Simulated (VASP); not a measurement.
# HfB (Fm-3m) in VASP: settings compared

HfB is run at these levels: r2SCAN, PBEsol; tasks: single point.

All numbers are computed with VASP 6.6.1; they aren't measurements. Logs are shortened: lines on timing, memory, paths and dates and some standing lists are left out, and cuts for length are marked.

**1. The cell of the first run**

It takes space group Fm-3m (No. 225, cubic). The conventional cell has a = 4.711 Å, b = 4.711 Å, c = 4.711 Å, α = 90.00°, β = 90.00°, γ = 90.00°. Hf (site symmetry m-3m) has 6 B at 2.36 Å within 3.1 Å. Within 3.1 Å of B (site symmetry m-3m) lie 6 Hf at 2.36 Å.

**2. Single point, r2SCAN**

File POSCAR:

```
HfB
1.0
    0.0000000000      2.3553056198      2.3553056198
    2.3553056198      0.0000000000      2.3553056198
    2.3553056198      2.3553056198      0.0000000000
Hf B
1 1
Direct
    0.5000000000      0.5000000000      0.5000000000
    0.0000000000      0.0000000000      0.0000000000
```

File INCAR.step1:

```
PREC = Accurate ; ENCUT = 520
ISMEAR = -1 ; SIGMA = 0.05
LREAL = F ; LASPH = T
NELM = 100 ; NBANDS = 14
GGA = PE ; ALGO = Normal
EDIFF = 1E-4 ; LWAVE = T
LCHARG = F
```

File INCAR.step2:

```
PREC = Accurate ; ENCUT = 520
EDIFF = 1E-6 ; ISMEAR = -1
SIGMA = 0.05 ; LREAL = F
LASPH = T ; NELM = 100
ALGO = Normal ; ISIF = 2
LWAVE = F ; LCHARG = F
METAGGA = R2SCAN ; LMIXTAU = T
NBANDS = 14 ; ISTART = 1
```

File KPOINTS:

```
regular mesh
0
Gamma
  10 10 10
```

Potentials or basis: VASP PAW PBE potentials, release 64 (Hf_pv, B).

Started as:

```bash
> cat potpaw_PBE.64/Hf_pv/POTCAR potpaw_PBE.64/B/POTCAR > POTCAR
> cp INCAR.step1 INCAR
> mpirun -np 1 vasp_std > vasp.out
> cp INCAR.step2 INCAR
> mpirun -np 1 vasp_std > vasp.out
```

OUTCAR:

```text
PREC = Accurate
   ENCUT = 520
   EDIFF = 1E-6
   ISMEAR = -1
   LREAL = F
   LASPH = T
   NELM = 100
   ISIF = 2
   METAGGA = R2SCAN
   ISTART = 1

 ion  position               nearest neighbor table
   1  0.500  0.500  0.500-   2 2.36   2 2.36   2 2.36   2 2.36   2 2.36   2 2.36
   2  0.000  0.000  0.000-   1 2.36   1 2.36   1 2.36   1 2.36   1 2.36   1 2.36

  LATTYP: Found a face centered cubic cell.
 ALAT       =     4.7106112396

  Lattice vectors:

 A1 = (   0.0000000000,   2.3553056198,   2.3553056198)
 A2 = (   2.3553056198,   0.0000000000,   2.3553056198)
 A3 = (   2.3553056198,   2.3553056198,   0.0000000000)

Analysis of symmetry for initial positions (statically):
=====================================================================
 Subroutine PRICEL returns:
 Original cell was already a primitive cell.

 Routine SETGRP: Setting up the symmetry group for a
 face centered cubic supercell.

 Subroutine GETGRP returns: Found 48 space group operations
 (whereof 48 operations were pure point group operations)
 out of a pool of 48 trial point group operations.

The static configuration has the point symmetry O_h .

Analysis of symmetry for dynamics (positions and initial velocities):
=====================================================================
 Subroutine PRICEL returns:
 Original cell was already a primitive cell.

 Routine SETGRP: Setting up the symmetry group for a
 face centered cubic supercell.

 Subroutine GETGRP returns: Found 48 space group operations
 (whereof 48 operations were pure point group operations)
 out of a pool of 48 trial point group operations.

The dynamic configuration has the point symmetry O_h .

 Subroutine INISYM returns: Found 48 space group operations
 (whereof 48 operations are pure point group operations),
 and found     1 'primitive' translations

----------------------------------------------------------------------------------------

                                     Primitive cell

  volume of cell :      26.1319

  direct lattice vectors                    reciprocal lattice vectors
     0.000000000  2.355305620  2.355305620    -0.212286676  0.212286676  0.212286676
     2.355305620  0.000000000  2.355305620     0.212286676 -0.212286676  0.212286676
     2.355305620  2.355305620  0.000000000     0.212286676  0.212286676 -0.212286676

  length of vectors
     3.330905151  3.330905151  3.330905151     0.367691308  0.367691308  0.367691308

  position of ions in fractional coordinates (direct lattice)
     0.500000000  0.500000000  0.500000000
     0.000000000  0.000000000  0.000000000

  ion indices of the primitive-cell ions
   primitive index   ion index
                 1           1
                 2           2

----------------------------------------------------------------------------------------

 KPOINTS: regular mesh

Automatic generation of k-mesh.
 Grid dimensions read from file:
 generate k-points for:   10   10   10

 Generating k-lattice:

  Cartesian coordinates                     Fractional coordinates (reciprocal lattice)
    -0.021228668  0.021228668  0.021228668     0.100000000  0.000000000  0.000000000
     0.021228668 -0.021228668  0.021228668     0.000000000  0.100000000  0.000000000
     0.021228668  0.021228668 -0.021228668     0.000000000  0.000000000  0.100000000

  Length of vectors
     0.036769131  0.036769131  0.036769131

  Shift w.r.t. Gamma in fractional coordinates (k-lattice)
     0.000000000  0.000000000  0.000000000

 Subroutine IBZKPT returns following result:
 ===========================================

 Found     47 irreducible k-points:

 Following reciprocal coordinates:
            Coordinates               Weight
  0.000000  0.000000  0.000000      1.000000
  0.100000  0.000000  0.000000      8.000000
  0.200000  0.000000  0.000000      8.000000
  0.300000  0.000000  0.000000      8.000000
  0.400000  0.000000  0.000000      8.000000
  0.500000  0.000000  0.000000      4.000000
[... 16 lines left out ...]
  0.300000  0.300000  0.000000      6.000000
  0.400000  0.300000  0.000000     24.000000
 [... further k-points ...]
   k-points           NKPTS =     47   k-points in BZ     NKDIM =     47   number of bands    NBANDS=     14
   number of dos      NEDOS =    301   number of ions     NIONS =      2
   total plane-waves  NPLWV =  21952
   dimension x,y,z NGX =    28 NGY =   28 NGZ =   28
   dimension x,y,z NGXF=    56 NGYF=   56 NGZF=   56
   ions per type =               1   1
   NGX,Y,Z   is equivalent  to a cutoff of  13.97, 13.97, 13.97 a.u.
   NGXF,Y,Z  is equivalent  to a cutoff of  27.95, 27.95, 27.95 a.u.
 SYSTEM =  unknown system
   PREC   = accura    normal or accurate (medium, high low for compatibility)
   ISTART =      1    job   : 0-new  1-cont  2-samecut
   ICHARG =      0    charge: 1-file 2-atom 10-const
   ISPIN  =      1    spin polarized calculation?
   LNONCOLLINEAR =      F non collinear calculations
   LSORBIT =      F    spin-orbit coupling
   LASPH  =      T    aspherical Exc in radial PAW
   ENCUT  =  520.0 eV  38.22 Ry    6.18 a.u.   6.19  6.19  6.19*2*pi/ulx,y,z
   NELM   =    100;   NELMIN=  2; NELMDL=  0     # of ELM steps
   EDIFF  = 0.1E-05   stopping-criterion for ELM
   LREAL  =      F    real-space projection
   EDIFFG = 0.1E-04   stopping-criterion for IOM
   NSW    =      0    number of steps for IOM
   IBRION =     -1    ionic relax: 0-MD 1-quasi-New 2-CG
   NFREE  =      0    steps in history (QN), initial steepest desc. (CG)
   ISIF   =      2    stress and relaxation
   ISYM   =      2    0-nonsym 1-usesym 2-fastsym
   POTIM  = 0.5000    time-step for ionic-motion
   TEBEG  =    0.0;   TEEND  =   0.0 temperature during run
   PSTRESS=    0.0 pullay stress
   NELECT =      13.0000    total number of electrons
   NUPDOWN=      -1.0000    fix difference up-down
   EMIN   =  10.00;   EMAX   =-10.00  energy-range for DOS
   EFERMI =   0.00;   METHOD = LEGACY
   ISMEAR =    -1;   SIGMA  =   0.05  broadening in eV -4-tet -1-fermi 0-gaus
   EFERMI_NEDOS =   21; number of points for ismear=-14 and -15
   IALGO  =     38    algorithm
   IMIX   =      4    mixing-type and parameters
     AMIX     =   0.40;   BMIX     =  1.00
     AMIX_MAG =   1.60;   BMIX_MAG =  1.00
  volume/ion in A,a.u.               =      13.07        88.17
  Fermi-wavevector in a.u.,A,eV,Ry     =   1.297175  2.451306 22.894031  1.682664
  Thomas-Fermi vector in A             =   2.428585
   LORBIT       =      0    0 simple, 1 ext, 2 COOP (PROOUT), +10 PAW based schemes
   METAGGA = R2SCAN    functional components
   LHFCALC =     F    Hartree Fock is set to
   AEXX    =    0.0000 exact exchange contribution
   IVDW    =     0    specifies the selected vdW correction
   LEPSILON=     F    determine dielectric tensor
   LRPA    =     F    only Hartree local field effects (RPA)
 non-spin polarized calculation
  energy-cutoff  :      520.00
  volume of cell :       26.13
 maximum number of plane-waves:       725
 NGX is ok and might be reduce to    28
   NGX = 13   NGY = 13   NGZ = 13

 number of electron      13.0000001 magnetization

 Free energy of the ion-electron system (eV)
  ---------------------------------------------------
  ext. energy  EPLUGINS =         0.00000000
  ---------------------------------------------------
  free energy    TOTEN  =       -53.35523789 eV

  energy without entropy =      -53.34217040  energy(sigma->0) =      -53.34870415

 E-fermi :   4.6494     XC(G=0): -12.9131

 val. band max:        4.6419353199   @ k =   0.3000   0.3000   0.0000
 cond. band min:       4.6535089281   @ k =  -0.4000   0.4000   0.1000
 fundamental gap:      0.0115736082
 Fermi energy:         4.6493658887

 k-point     1 :       0.0000    0.0000    0.0000
  band No.  band energies     occupation
      1     -25.0437      2.00000
      2     -25.0437      2.00000
      3     -25.0437      2.00000
      4      -5.3165      2.00000
      5       7.0758      0.00000
      6       7.0758      0.00000
      7       7.0759      0.00000
      8       8.6634      0.00000
      9       8.6634      0.00000
     10       8.6634      0.00000
     11       8.8308      0.00000
     12       8.8308      0.00000
     13      16.6839      0.00000
     14      17.6055      0.00000

 k-point     2 :       0.1000    0.0000    0.0000
  band No.  band energies     occupation
      1     -25.1055      2.00000
      2     -25.0499      2.00000
      3     -25.0499      2.00000
      4      -5.0384      2.00000
      5       6.0889      0.00000
      6       6.5923      0.00000
      7       6.5923      0.00000
      8       7.7004      0.00000
      9       7.7004      0.00000
     10       9.1496      0.00000
     11      10.8440      0.00000
     12      10.8440      0.00000
     13      17.3951      0.00000
     14      17.9645      0.00000

 k-point     3 :       0.2000    0.0000    0.0000
  band No.  band energies     occupation
      1     -25.2639      2.00000
      2     -25.0660      2.00000
      3     -25.0660      2.00000
      4      -4.2524      2.00000
      5       4.4546      1.96013
      6       5.2490      0.00001
      7       5.2490      0.00001
      8       8.3157      0.00000
      9       8.3157      0.00000
     10       9.6453      0.00000
     11      13.2087      0.00000
     12      13.2087      0.00000
     13      18.4189      0.00000
     14      18.5400      0.00000

 k-point     4 :       0.3000    0.0000    0.0000
  band No.  band energies     occupation
      1     -25.4531      2.00000
      2     -25.0858      2.00000
      3     -25.0858      2.00000
      4      -3.0872      2.00000
      5       2.8141      2.00000
      6       4.1966      1.99977
      7       4.1966      1.99977
      8       9.4091      0.00000
      9       9.4091      0.00000
     10      10.1837      0.00000
     11      15.6356      0.00000
     12      15.6356      0.00000
     13      17.2503      0.00000
     14      18.5368      0.00000

 k-point     5 :       0.4000    0.0000    0.0000
  band No.  band energies     occupation
      1     -25.6012      2.00000
      2     -25.1018      2.00000
      3     -25.1018      2.00000
      4      -1.7074      2.00000
      5       1.2637      2.00000
      6       3.5509      2.00000
      7       3.5509      2.00000
      8      10.6137      0.00000
      9      10.6137      0.00000
     10      11.1078      0.00000
     11      14.9104      0.00000
[... 276 lines left out ...]
 k-point    22 :      -0.2000    0.2000    0.0000
  band No.  band energies     occupation
      1     -25.4189      2.00000
      2     -25.2091      2.00000
      3     -25.0792      2.00000
      4      -2.7470      2.00000
      5       2.6581      2.00000
      6       3.9503      2.00000
      7       4.0170      1.99999
      8       8.6791      0.00000
      9      10.9398      0.00000
     10      11.2855      0.00000
     11      12.8202      0.00000
     12      17.1559      0.00000
     13      17.6594      0.00000
     14      18.5368      0.00000

 k-point    23 :       0.3000    0.3000    0.0000
  band No.  band energies     occupation
      1     -25.4168      2.00000
      2     -25.1854      2.00000
      3     -25.1854      2.00000
      4      -2.8830      2.00000
      5       2.4293      2.00000
      6       4.6419      1.07417
      7       6.3312      0.00000
      8       6.3312      0.00000
      9       9.9823      0.00000
     10      12.5379      0.00000
     11      12.5379      0.00000
     12      15.9738      0.00000
     13      18.5367      0.00000
     14      19.3246      0.00000

 k-point    24 :       0.4000    0.3000    0.0000
  band No.  band energies     occupation
      1     -25.4960      2.00000
      2     -25.2270      2.00000
      3     -25.2081      2.00000
      4      -2.3941      2.00000
      5       2.3470      2.00000
      6       4.0196      1.99999
      7       5.9657      0.00000
      8       6.8188      0.00000
      9      10.8791      0.00000
     10      12.6183      0.00000
     11      12.8724      0.00000
     12      16.9697      0.00000
     13      17.3545      0.00000
     14      18.5373      0.00000

 [... further k-points ...]
[... 5 lines left out ...]
  --------------------------------------------------------------------------------------
  -------------------------------------------------------------------------------------
  Total        2.3931652      2.3931652      2.3931652      0.0000000      0.0000000      0.0000000
  in kB      146.7274809    146.7274809    146.7274809      0.0000000      0.0000000      0.0000000
  external PRESSURE =     146.7274809 kB  Pullay stress =       0.0000000 kB

 VOLUME and BASIS-vectors are now :
 -----------------------------------------------------------------------------
  energy-cutoff  :      520.00
  volume of cell :       26.13
      direct lattice vectors                 reciprocal lattice vectors
     0.000000000  2.355305620  2.355305620    -0.212286676  0.212286676  0.212286676
     2.355305620  0.000000000  2.355305620     0.212286676 -0.212286676  0.212286676
     2.355305620  2.355305620  0.000000000     0.212286676  0.212286676 -0.212286676

 POSITION                                       TOTAL-FORCE (eV/Angst)
 -----------------------------------------------------------------------------------
      2.35531      2.35531      2.35531         0.000000      0.000000      0.000000
      0.00000      0.00000      0.00000         0.000000     -0.000000     -0.000000
 -----------------------------------------------------------------------------------
    total drift:                                0.000000      0.000000      0.000000

  FREE ENERGIE OF THE ION-ELECTRON SYSTEM (eV)
  ---------------------------------------------------
  free  energy   TOTEN  =       -53.3552378911 eV

  energy  without entropy=      -53.3421704048  energy(sigma->0) =      -53.34870415
```

Run time: 73 s. Hardware: 1 thread of Intel Xeon Platinum 8259CL at 2.50GHz (Skylake/Cascade Lake), shared host; peak memory 0.17 GiB.

Results:

| Item | Value |
| --- | --- |
| Free energy | -53.3552 eV |
| Pressure | 14.7 GPa |

Caveat: the PAW data sets were made with another functional, which shifts forces and pressure a little; spin-orbit coupling is left out, which moves the levels of the heavy elements.

**3. Single point, PBEsol, non-collinear spin, zero start, spin-orbit coupling**

This run uses another cell than the first one, of 12.33 Å³/atom, 0.943 times its volume.

File INCAR:

```
SYSTEM = HfB
  PREC = Accurate
  ENCUT = 520
  EDIFF = 1E-6
  ISMEAR = -1
  SIGMA = 0.05
  LREAL = .False.
  LASPH = .True.
  NELM = 150
  ALGO = Normal
  ISIF = 2
  LWAVE = .False.
  LCHARG = .False.
  MAGMOM = 0 0 0 0 0 0
  LORBIT = 11
  LSORBIT = .True.
  GGA_COMPAT = .False.
  LORBMOM = .True.
  LMAXMIX = 4
  GGA = PS
  NBANDS = 25
```

File KPOINTS:

```
regular mesh
0
Gamma
  8 8 8
  0 0 0
```

File POSCAR:

```
HfB
1.0
    0.0000000000      2.3100000000      2.3100000000
    2.3100000000      0.0000000000      2.3100000000
    2.3100000000      2.3100000000      0.0000000000
Hf B
1 1
Direct
    0.5000000000      0.5000000000      0.5000000000
    0.0000000000      0.0000000000      0.0000000000
```

Potentials or basis: VASP PAW PBE potentials, release 64 (Hf_pv, B).

Started as:

```bash
> cat potpaw_PBE.64/Hf_pv/POTCAR potpaw_PBE.64/B/POTCAR > POTCAR
> mpirun -np 1 vasp_ncl > vasp.out
```

Wall time 15 s (1 thread of Intel Xeon 6975P-C (Granite Rapids), shared host); peak memory 0.21 GiB.

It converged, with:

- Free energy: -18.8841 eV
- Pressure: 24.1 GPa
- Net moment: 0.00 μB per cell
- Valence electrons inside the program's atomic spheres: Hf 8.98; B 1.93

Moments on the atoms (μB; x, y, z):
```
Hf  0.00 0.00 0.00
B   0.00 0.00 0.00
```

Caveat: the PAW data sets were made with another functional, which shifts forces and pressure a little.
